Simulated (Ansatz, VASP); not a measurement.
# One calculation of SnTe, two programs

Contents of POSCAR:

```
SnTe
1.0
    0.0000000000      3.6586665285      3.6586665285
    3.6586665285      0.0000000000      3.6586665285
    3.6586665285      3.6586665285      0.0000000000
Te Sn
1 1
Direct
    0.2500000000      0.2500000000      0.2500000000
    0.0000000000      0.0000000000      0.0000000000
```

The input INCAR.step1:

```
  ALGO = Normal
  EDIFF = 1E-5
  ENCUT = 520
  GGA = PE
  ISIF = 2
  ISMEAR = -1
  LASPH = True
  LCHARG = False
  LREAL = False
  LWAVE = True
  NBANDS = 17
  NELM = 60
  PREC = Accurate
  SIGMA = 0.05
```

The input INCAR.step2:

```
  ALGO = Normal
  EDIFF = 1E-7
  ENCUT = 520
  GGA = PE
  HFSCREEN = 0.2079
  ISIF = 2
  ISMEAR = -1
  ISTART = 1
  LASPH = True
  LCHARG = False
  LHFCALC = True
  LREAL = False
  LWAVE = False
  NBANDS = 17
  NELM = 60
  PREC = Accurate
  PRECFOCK = Normal
  SIGMA = 0.05
```

Contents of KPOINTS:

```
k-points
0
Gamma
  4 4 4
```

File input:

```
crystal:
  lattice:
    - [0.0, 3.6586665285, 3.6586665285]
    - [3.6586665285, 0.0, 3.6586665285]
    - [3.6586665285, 3.6586665285, 0.0]
  atoms:
    - { symbol: Te, position: [0.25, 0.25, 0.25] }
    - { symbol: Sn, position: [0.0, 0.0, 0.0] }
hamiltonian:
  xc: hse06
  pseudopotentials: { kind: paw }
kpoints:
  mp_grid: { grid: [4, 4, 4] }
scf:
  occupations: { method: fermi_dirac, width: 0.05 }
output:
  forces: true
  stress: true
  eigenvalues: true
```

Alike in both runs: task single point; functional HSE06; k mesh 4 × 4 × 4; occupations fermi-dirac, width 0.05 eV; no spin polarisation.

```csv
,VASP,Ansatz
version,VASP 6.6.1,Ansatz 0.2.0
potentials or method,"VASP PAW PBE potentials, release 64 (Te, Sn_d)",Ansatz PAW
plane-wave cutoff (eV),520,420
valence electrons in the cell,20,30
```

|  | VASP | Ansatz | Ansatz less VASP |
| --- | --- | --- | --- |
| gap on the k mesh at the Fermi level (eV) | 0.49 | 0.51 | +0.013 |
| least direct gap on the mesh (eV) | 1.19 | 1.21 | +0.015 |
| pressure (GPa) | -1.6 | -1.5 | +0.12 |

VASP's potentials hold 20 valence electrons a cell and Ansatz's 30, so a difference there can come from the potentials and not from the codes.

Spin-orbit coupling is off throughout.
